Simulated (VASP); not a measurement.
MnSb:

```
Sb Mn
1.0
     4.15000    0.00000    0.00000
    -2.07500    3.59401    0.00000
     0.00000    0.00000    5.78000
Sb Mn
2 2
Cartesian
  2.0750 1.1980 4.3350
  0.0000 2.3960 1.4450
  0.0000 0.0000 2.8900
  0.0000 0.0000 0.0000
```

Base run:

```yaml
Program: VASP 6.6.1
Functional: LDA
Potentials_or_basis: VASP PAW LDA potentials, release 64 (Sb, Mn_pv)
Cutoff: 520 eV
k_mesh: 7 × 7 × 5
Occupations: fermi-dirac, width 0.05 eV
Spin: collinear spin, ferromagnetic start
Starting_moments: "[0.0, 0.0, 4.0, 4.0] μB"
```

Its results: pressure -11.2 GPa; net moment 6.38 μB per cell; site moments Sb -0.10; Mn +3.19 μB.

Problem. After a change of settings the same cell gave: pressure 6.7 GPa; net moment 8.38 μB per cell; site moments Sb -0.22; Mn +4.44 μB. Which change was it?
A. further incar settings from ALGO = Normal; EDIFF = 1e-06; NBANDS = 30 to ALGO = Normal; EDIFF = 1e-07; NBANDS = 30; hubbard terms from none to Mn d U = 6.0 eV
B. hubbard terms from none to Mn d U = 8.0 eV
C. hubbard terms from none to Mn d U = 4.5 eV

Solution. B.

Caveats: only a ferromagnetic start was run, and an antiferromagnetic order may lie lower in energy; the U is typed as a test and isn't derived for this compound (some runs).
